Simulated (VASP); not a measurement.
A run of VASP 6.6.1 is set up as follows.

Contents of INCAR:

```
SYSTEM = GaN
AGGAC = 1.0 ; AGGAX = 1.0
ALDAC = 0.0 ; ALDAX = 1.0
ALGO = Normal ; EDIFF = 1E-7
ENCUT = 520 ; GGA = B5
ISIF = 2 ; ISMEAR = -1
IVDW = 13 ; LASPH = .True.
LCHARG = .False. ; LREAL = .False.
LWAVE = .False. ; NBANDS = 16
NELM = 80 ; PREC = Accurate
SIGMA = 0.05 ; VDW_A1 = 0.44488865
VDW_A2 = 4.0933009 ; VDW_S6 = 1.0
VDW_S8 = 2.34076671
```

Contents of KPOINTS:

```
k-points
0
Gamma
  10 10 10
  0 0 0
```

POSCAR

```
GaN
1.0
    2.9501756673      0.0000000000      0.0000000000
   -1.4750878337      2.5549270735      0.0000000000
    0.0000000000      0.0000000000      2.6618961691
Ga N
1 1
Direct
    0.6666666667      0.3333333333      0.5000000000
    0.0000000000      0.0000000000      0.0000000000
```

Potentials or basis: VASP PAW PBE potentials, release 64 (Ga_d, N).

The run is started by

```sh
$ cat potpaw_PBE.64/Ga_d/POTCAR potpaw_PBE.64/N/POTCAR > POTCAR
$ mpirun -np 1 vasp_std > vasp.out
```

Question: Estimate the dispersion energy per atom.

Answer: -0.837 eV.

Question: Predict the pressure.

Answer: 0.9 GPa.

Stress tensor (GPa, compression positive):
```
0.82 0.00 0.00
0.00 0.82 0.00
0.00 0.00 1.07
```

Caveat: the PAW data sets were made with another functional, which shifts forces and pressure a little.
